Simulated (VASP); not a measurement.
# BP (F-43m) in VASP: notebook

Aim: see how the results for BP move with the level of theory and the settings. Levels: PBE, revPBE+D4. Tasks: single point.

Program: VASP 6.6.1. These are calculated values, not measurements. Logs are shortened: lines on timing, memory, paths and dates and some standing lists are left out, and cuts for length are marked.

### Step 1. The cell of the first run

The structure is cubic, space group F-43m (No. 216). The conventional cell has a = 4.538 Å, b = 4.538 Å, c = 4.538 Å, α = 90.00°, β = 90.00°, γ = 90.00°. Within 2.6 Å of P (site symmetry -43m) lie 4 B at 1.97 Å. B (site symmetry -43m) has 4 P at 1.97 Å within 2.6 Å.

### Step 2. Single point, PBE

File INCAR:

```
SYSTEM = BP
  PREC = Accurate
  ENCUT = 520
  EDIFF = 1E-7
  ISMEAR = -1
  SIGMA = 0.02
  LREAL = .FALSE.
  LASPH = .TRUE.
  NELM = 80
  ALGO = Normal
  ISIF = 2
  LWAVE = .FALSE.
  LCHARG = .FALSE.
  GGA = PE
  NBANDS = 11
```

File KPOINTS:

```
regular mesh
0
G
  5 5 5
  0 0 0
```

File POSCAR:

```
BP
1.0
    0.0000000000      2.2690000000      2.2690000000
    2.2690000000      0.0000000000      2.2690000000
    2.2690000000      2.2690000000      0.0000000000
P B
1 1
Direct
    0.7500000000      0.7500000000      0.7500000000
    0.0000000000      0.0000000000      0.0000000000
```

Potentials or basis: VASP PAW PBE potentials, release 64 (P, B).

The run is started by

```sh
cat potpaw_PBE.64/P/POTCAR potpaw_PBE.64/B/POTCAR > POTCAR
mpirun -np 1 vasp_std > vasp.out
```

OUTCAR:

```text
SYSTEM = BP
   PREC = Accurate
   ENCUT = 520
   EDIFF = 1E-7
   ISMEAR = -1
   LREAL = .FALSE.
   LASPH = .TRUE.
   NELM = 80
   ISIF = 2
   GGA = PE

 ion  position               nearest neighbor table
   1  0.750  0.750  0.750-   2 1.97   2 1.97   2 1.97   2 1.97
   2  0.000  0.000  0.000-   1 1.97   1 1.97   1 1.97   1 1.97

  LATTYP: Found a face centered cubic cell.
 ALAT       =     4.5380000000

  Lattice vectors:

 A1 = (   0.0000000000,   2.2690000000,   2.2690000000)
 A2 = (   2.2690000000,   0.0000000000,   2.2690000000)
 A3 = (   2.2690000000,   2.2690000000,   0.0000000000)

Analysis of symmetry for initial positions (statically):
=====================================================================
 Subroutine PRICEL returns:
 Original cell was already a primitive cell.

 Routine SETGRP: Setting up the symmetry group for a
 face centered cubic supercell.

 Subroutine GETGRP returns: Found 24 space group operations
 (whereof 24 operations were pure point group operations)
 out of a pool of 48 trial point group operations.

The static configuration has the point symmetry T_d .

Analysis of symmetry for dynamics (positions and initial velocities):
=====================================================================
 Subroutine PRICEL returns:
 Original cell was already a primitive cell.

 Routine SETGRP: Setting up the symmetry group for a
 face centered cubic supercell.

 Subroutine GETGRP returns: Found 24 space group operations
 (whereof 24 operations were pure point group operations)
 out of a pool of 48 trial point group operations.

The dynamic configuration has the point symmetry T_d .

 Subroutine INISYM returns: Found 24 space group operations
 (whereof 24 operations are pure point group operations),
 and found     1 'primitive' translations

----------------------------------------------------------------------------------------

                                     Primitive cell

  volume of cell :      23.3633

  direct lattice vectors                    reciprocal lattice vectors
     0.000000000  2.269000000  2.269000000    -0.220361393  0.220361393  0.220361393
     2.269000000  0.000000000  2.269000000     0.220361393 -0.220361393  0.220361393
     2.269000000  2.269000000  0.000000000     0.220361393  0.220361393 -0.220361393

  length of vectors
     3.208850573  3.208850573  3.208850573     0.381677128  0.381677128  0.381677128

  position of ions in fractional coordinates (direct lattice)
     0.750000000  0.750000000  0.750000000
     0.000000000  0.000000000  0.000000000

  ion indices of the primitive-cell ions
   primitive index   ion index
                 1           1
                 2           2

----------------------------------------------------------------------------------------

 KPOINTS: regular mesh

Automatic generation of k-mesh.
 Grid dimensions read from file:
 generate k-points for:    5    5    5

 Generating k-lattice:

  Cartesian coordinates                     Fractional coordinates (reciprocal lattice)
    -0.044072279  0.044072279  0.044072279     0.200000000  0.000000000  0.000000000
     0.044072279 -0.044072279  0.044072279     0.000000000  0.200000000  0.000000000
     0.044072279  0.044072279 -0.044072279     0.000000000  0.000000000  0.200000000

  Length of vectors
     0.076335426  0.076335426  0.076335426

  Shift w.r.t. Gamma in fractional coordinates (k-lattice)
     0.000000000  0.000000000  0.000000000

 Subroutine IBZKPT returns following result:
 ===========================================

 Found     10 irreducible k-points:

 Following reciprocal coordinates:
            Coordinates               Weight
  0.000000  0.000000  0.000000      1.000000
  0.200000  0.000000  0.000000      8.000000
  0.400000  0.000000  0.000000      8.000000
  0.200000  0.200000  0.000000      6.000000
  0.400000  0.200000  0.000000     24.000000
 -0.400000  0.200000  0.000000     24.000000
 -0.200000  0.200000  0.000000     12.000000
  0.400000  0.400000  0.000000      6.000000
 -0.400000  0.400000  0.000000     12.000000
 -0.400000  0.400000  0.200000     24.000000
   k-points           NKPTS =     10   k-points in BZ     NKDIM =     10   number of bands    NBANDS=     11
   number of dos      NEDOS =    301   number of ions     NIONS =      2
   total plane-waves  NPLWV =  13824
   dimension x,y,z NGX =    24 NGY =   24 NGZ =   24
   dimension x,y,z NGXF=    48 NGYF=   48 NGZF=   48
   ions per type =               1   1
   NGX,Y,Z   is equivalent  to a cutoff of  12.43, 12.43, 12.43 a.u.
   NGXF,Y,Z  is equivalent  to a cutoff of  24.87, 24.87, 24.87 a.u.
 SYSTEM =  BP
   PREC   = accura    normal or accurate (medium, high low for compatibility)
   ISTART =      0    job   : 0-new  1-cont  2-samecut
   ICHARG =      2    charge: 1-file 2-atom 10-const
   ISPIN  =      1    spin polarized calculation?
   LNONCOLLINEAR =      F non collinear calculations
   LSORBIT =      F    spin-orbit coupling
   LASPH  =      T    aspherical Exc in radial PAW
   ENCUT  =  520.0 eV  38.22 Ry    6.18 a.u.   5.97  5.97  5.97*2*pi/ulx,y,z
   NELM   =     80;   NELMIN=  2; NELMDL= -5     # of ELM steps
   EDIFF  = 0.1E-06   stopping-criterion for ELM
   LREAL  =      F    real-space projection
   EDIFFG = 0.1E-05   stopping-criterion for IOM
   NSW    =      0    number of steps for IOM
   IBRION =     -1    ionic relax: 0-MD 1-quasi-New 2-CG
   NFREE  =      0    steps in history (QN), initial steepest desc. (CG)
   ISIF   =      2    stress and relaxation
   ISYM   =      2    0-nonsym 1-usesym 2-fastsym
   POTIM  = 0.5000    time-step for ionic-motion
   TEBEG  =    0.0;   TEEND  =   0.0 temperature during run
   PSTRESS=    0.0 pullay stress
   NELECT =       8.0000    total number of electrons
   NUPDOWN=      -1.0000    fix difference up-down
   EMIN   =  10.00;   EMAX   =-10.00  energy-range for DOS
   EFERMI =   0.00;   METHOD = LEGACY
   ISMEAR =    -1;   SIGMA  =   0.02  broadening in eV -4-tet -1-fermi 0-gaus
   EFERMI_NEDOS =   21; number of points for ismear=-14 and -15
   IALGO  =     38    algorithm
   IMIX   =      4    mixing-type and parameters
     AMIX     =   0.40;   BMIX     =  1.00
     AMIX_MAG =   1.60;   BMIX_MAG =  1.00
  volume/ion in A,a.u.               =      11.68        78.83
  Fermi-wavevector in a.u.,A,eV,Ry     =   1.145320  2.164342 17.847562  1.311759
  Thomas-Fermi vector in A             =   2.282009
   LORBIT       =      0    0 simple, 1 ext, 2 COOP (PROOUT), +10 PAW based schemes
   GGA     = PE    functional components
   LHFCALC =     F    Hartree Fock is set to
   AEXX    =    0.0000 exact exchange contribution
   IVDW    =     0    specifies the selected vdW correction
   LEPSILON=     F    determine dielectric tensor
   LRPA    =     F    only Hartree local field effects (RPA)
 non-spin polarized calculation
  energy-cutoff  :      520.00
  volume of cell :       23.36
 maximum number of plane-waves:       635
   NGX = 11   NGY = 11   NGZ = 11

 number of electron       8.0000000 magnetization

 Free energy of the ion-electron system (eV)
  ---------------------------------------------------
  ext. energy  EPLUGINS =         0.00000000
  ---------------------------------------------------
  free energy    TOTEN  =       -12.87796095 eV

  energy without entropy =      -12.87796095  energy(sigma->0) =      -12.87796095

 E-fermi :   7.9552     XC(G=0): -10.8997

 val. band max:        7.4487853675   @ k =   0.0000   0.0000   0.0000
 cond. band min:       8.6805574341   @ k =   0.4000   0.4000   0.0000
 fundamental gap:      1.2317720666
 Fermi energy:         7.9552320137

 k-point     1 :       0.0000    0.0000    0.0000
  band No.  band energies     occupation
      1      -8.0171      2.00000
      2       7.4488      2.00000
      3       7.4488      2.00000
      4       7.4488      2.00000
      5      10.8424      0.00000
      6      10.8424      0.00000
      7      10.8424      0.00000
      8      14.8235      0.00000
      9      18.9573      0.00000
     10      19.5674      0.00000
     11      19.5674      0.00000

 k-point     2 :       0.2000    0.0000    0.0000
  band No.  band energies     occupation
      1      -7.3032      2.00000
      2       3.8018      2.00000
      3       6.5935      2.00000
      4       6.5935      2.00000
      5      11.4798      0.00000
      6      11.9714      0.00000
      7      11.9714      0.00000
      8      16.5170      0.00000
      9      18.2820      0.00000
     10      18.2820      0.00000
     11      20.3851      0.00000

 k-point     3 :       0.4000    0.0000    0.0000
  band No.  band energies     occupation
      1      -5.3782      2.00000
      2      -0.5795      2.00000
      3       5.7941      2.00000
      4       5.7941      2.00000
      5      11.2716      0.00000
      6      12.2297      0.00000
      7      12.2297      0.00000
      8      17.6081      0.00000
      9      20.5534      0.00000
     10      20.5534      0.00000
     11      21.5471      0.00000

 k-point     4 :       0.2000    0.2000    0.0000
  band No.  band energies     occupation
      1      -7.0626      2.00000
      2       4.8368      2.00000
      3       5.2893      2.00000
      4       5.2893      2.00000
      5       9.6170      0.00000
      6      13.5685      0.00000
      7      14.0396      0.00000
      8      14.0396      0.00000
      9      18.6200      0.00000
     10      20.5973      0.00000
     11      21.6839      0.00000
[... 43 lines left out ...]
 k-point     8 :       0.4000    0.4000    0.0000
  band No.  band energies     occupation
      1      -4.3787      2.00000
      2       0.3474      2.00000
      3       3.5567      2.00000
      4       3.5567      2.00000
      5       8.6806      0.00000
      6       9.8066      0.00000
      7      18.4477      0.00000
      8      18.4477      0.00000
      9      22.0559      0.00000
     10      23.3088      0.00000
     11      25.5861      0.00000

 k-point     9 :      -0.4000    0.4000    0.0000
  band No.  band energies     occupation
      1      -3.0857      2.00000
      2      -0.8569      2.00000
      3       1.5801      2.00000
      4       3.7259      2.00000
      5       9.3493      0.00000
      6      12.1567      0.00000
      7      17.8797      0.00000
      8      18.5328      0.00000
      9      19.9559      0.00000
     10      21.2419      0.00000
     11      25.6480      0.00000

 k-point    10 :      -0.4000    0.4000    0.2000
  band No.  band energies     occupation
      1      -3.7646      2.00000
      2      -0.0496      2.00000
      3       1.7924      2.00000
      4       3.1453      2.00000
      5      12.0501      0.00000
      6      13.1360      0.00000
      7      14.1957      0.00000
      8      17.9291      0.00000
      9      18.9747      0.00000
     10      21.9457      0.00000
     11      25.3477      0.00000

------------------------ aborting loop because EDIFF is reached ----------------------------------------

  FORCE on cell =-STRESS in cart. coord.  units (eV):
  Direction    XX          YY          ZZ          XY          YZ          ZX
  --------------------------------------------------------------------------------------
  -------------------------------------------------------------------------------------
  Total        0.1855179      0.1855179      0.1855179     -0.0000000      0.0000000     -0.0000000
  in kB       12.7222224     12.7222224     12.7222224     -0.0000000      0.0000000     -0.0000000
  external PRESSURE =      12.7222224 kB  Pullay stress =       0.0000000 kB

 VOLUME and BASIS-vectors are now :
 -----------------------------------------------------------------------------
  energy-cutoff  :      520.00
  volume of cell :       23.36
      direct lattice vectors                 reciprocal lattice vectors
     0.000000000  2.269000000  2.269000000    -0.220361393  0.220361393  0.220361393
     2.269000000  0.000000000  2.269000000     0.220361393 -0.220361393  0.220361393
     2.269000000  2.269000000  0.000000000     0.220361393  0.220361393 -0.220361393

 POSITION                                       TOTAL-FORCE (eV/Angst)
 -----------------------------------------------------------------------------------
      3.40350      3.40350      3.40350         0.000000      0.000000      0.000000
      0.00000      0.00000      0.00000        -0.000000     -0.000000     -0.000000
 -----------------------------------------------------------------------------------
    total drift:                               -0.000000     -0.000000     -0.000000

  FREE ENERGIE OF THE ION-ELECTRON SYSTEM (eV)
  ---------------------------------------------------
  free  energy   TOTEN  =       -12.8779609473 eV

  energy  without entropy=      -12.8779609473  energy(sigma->0) =      -12.87796095
```

It took 2.8 s on 1 thread of Intel Xeon Platinum 8488C (Sapphire Rapids), shared host; peak memory 0.12 GiB.

What came out:

```yaml
Free_energy: -12.8780 eV
Pressure: 1.3 GPa
Band_gap_on_the_k_mesh: 1.23 eV (least direct gap 3.39 eV)
```

Caveat: the k points lie up to 0.48 Å⁻¹ apart; an odd mesh through Γ misses points on the zone boundary, where band edges can lie.

### Step 3. Single point, revPBE+D4

This run uses another cell than the first one, of 11.16 Å³/atom.

File INCAR:

```
SYSTEM = BP
  ALGO = Normal
  EDIFF = 1E-7
  ENCUT = 520
  GGA = RE
  ISIF = 2
  ISMEAR = -1
  IVDW = 13
  LASPH = .True.
  LCHARG = .False.
  LREAL = .False.
  LWAVE = .False.
  NBANDS = 11
  NELM = 80
  PREC = Accurate
  SIGMA = 0.05
```

File KPOINTS:

```
k-points
0
Gamma
  10 10 10
  0 0 0
```

File POSCAR:

```
BP
1.0
    0.0000000000      2.2346266522      2.2346266522
    2.2346266522      0.0000000000      2.2346266522
    2.2346266522      2.2346266522      0.0000000000
P B
1 1
Direct
    0.7500000000      0.7500000000      0.7500000000
    0.0000000000      0.0000000000      0.0000000000
```

Potentials or basis: VASP PAW PBE potentials, release 64 (P, B).

The run is started by

```sh
cat potpaw_PBE.64/P/POTCAR potpaw_PBE.64/B/POTCAR > POTCAR
mpirun -np 1 vasp_std > vasp.out
```

OUTCAR:

```text
SYSTEM = BP
   EDIFF = 1E-7
   ENCUT = 520
   GGA = RE
   ISIF = 2
   ISMEAR = -1
   IVDW = 13
   LASPH = .True.
   LREAL = .False.
   NELM = 80
   PREC = Accurate

 ion  position               nearest neighbor table
   1  0.750  0.750  0.750-   2 1.94   2 1.94   2 1.94   2 1.94
   2  0.000  0.000  0.000-   1 1.94   1 1.94   1 1.94   1 1.94

  LATTYP: Found a face centered cubic cell.
 ALAT       =     4.4692533044

  Lattice vectors:

 A1 = (   0.0000000000,   2.2346266522,   2.2346266522)
 A2 = (   2.2346266522,   0.0000000000,   2.2346266522)
 A3 = (   2.2346266522,   2.2346266522,   0.0000000000)

Analysis of symmetry for initial positions (statically):
=====================================================================
 Subroutine PRICEL returns:
 Original cell was already a primitive cell.

 Routine SETGRP: Setting up the symmetry group for a
 face centered cubic supercell.

 Subroutine GETGRP returns: Found 24 space group operations
 (whereof 24 operations were pure point group operations)
 out of a pool of 48 trial point group operations.

The static configuration has the point symmetry T_d .

Analysis of symmetry for dynamics (positions and initial velocities):
=====================================================================
 Subroutine PRICEL returns:
[... 173 lines left out ...]
      9      19.9800      0.00000
     10      20.2426      0.00000
     11      20.2426      0.00000
[... 309 lines left out ...]
 k-point    24 :       0.4000    0.3000    0.0000
  band No.  band energies     occupation
      1      -4.7759      2.00000
      2       1.7737      2.00000
      3       3.8268      2.00000
      4       4.3873      2.00000
      5       9.8288      0.00000
      6      11.6698      0.00000
      7      17.8406      0.00000
      8      17.8870      0.00000
      9      22.6675      0.00000
     10      23.5165      0.00000
     11      25.8564      0.00000

 [... further k-points ...]

------------------------ aborting loop because EDIFF is reached ----------------------------------------

  DFT-D4 for vdW energy calculation

  Edisp (eV):   -1.49771

  FORCE on cell =-STRESS in cart. coord.  units (eV):
  Direction    XX          YY          ZZ          XY          YZ          ZX
  --------------------------------------------------------------------------------------
  -------------------------------------------------------------------------------------
  Total      -0.05769    -0.05769    -0.05769     0.00000     0.00000    -0.00000
  in kB      -4.14140    -4.14140    -4.14140     0.00000     0.00000    -0.00000
  external pressure =       -4.14 kB  Pullay stress =        0.00 kB

 VOLUME and BASIS-vectors are now :
 -----------------------------------------------------------------------------
  energy-cutoff  :      520.00
  volume of cell :       22.32
      direct lattice vectors                 reciprocal lattice vectors
     0.000000000  2.234626652  2.234626652    -0.223751023  0.223751023  0.223751023
     2.234626652  0.000000000  2.234626652     0.223751023 -0.223751023  0.223751023
     2.234626652  2.234626652  0.000000000     0.223751023  0.223751023 -0.223751023

 POSITION                                       TOTAL-FORCE (eV/Angst)
 -----------------------------------------------------------------------------------
      3.35194      3.35194      3.35194        -0.000000     -0.000000     -0.000000
      0.00000      0.00000      0.00000         0.000000      0.000000      0.000000
 -----------------------------------------------------------------------------------
    total drift:                               -0.000000     -0.000000     -0.000000

  FREE ENERGIE OF THE ION-ELECTRON SYSTEM (eV)
  ---------------------------------------------------
  free  energy   TOTEN  =       -13.8344615527 eV

  energy  without entropy=      -13.8344614587  energy(sigma->0) =      -13.83446151
```

stdout:

```text
POSCAR found type information on POSCAR P B
 POSCAR found :  2 types and       2 ions
 scaLAPACK will be used
 -----------------------------------------------------------------------------
|                                                                             |
|                                                                             |
|     You enforced a specific xc type in the INCAR file but a different       |
|     I HOPE YOU KNOW WHAT YOU ARE DOING!                                     |
|                                                                             |
 -----------------------------------------------------------------------------

 LDA part: xc-table for (Slater+PW92), standard interpolation
 POSCAR, INCAR and KPOINTS ok, starting setup
 FFT: planning ... GRIDC
 FFT: planning ... GRID_SOFT
 FFT: planning ... GRID
 WAVECAR not read
 entering main loop
```

Run time: 8.3 s. Hardware: 1 thread of Intel Xeon Platinum 8488C (Sapphire Rapids), shared host; peak memory 0.14 GiB.

Results:

| Property | Result |
| --- | --- |
| Free energy | -13.8345 eV |
| Pressure | -0.4 GPa |
| Band gap on the k mesh | 1.18 eV (least direct gap 3.47 eV) |
| Dispersion energy per atom | -0.749 eV |

Levels at points of the mesh, in eV from the valence-band top:
| k point | band 1 | band 2 | band 3 | band 4 | band 5 | band 6 | band 7 | band 8 | band 9 |
| --- | --- | --- | --- | --- | --- | --- | --- | --- | --- |
| (0.00, 0.00, 0.00) | -15.89 | 0.00 | 0.00 | 0.00 | 3.47 | 3.47 | 3.47 | 8.11 | 11.93 |
| (0.50, 0.00, 0.00) | -12.39 | -9.38 | -1.81 | -1.81 | 4.06 | 4.73 | 4.73 | 10.35 | 14.90 |
| (0.50, 0.50, 0.00) | -10.78 | -8.85 | -4.29 | -4.29 | 1.23 | 1.64 | 12.59 | 12.59 | 15.91 |

Caveat: the PAW data sets were made with another functional, which shifts forces and pressure a little.
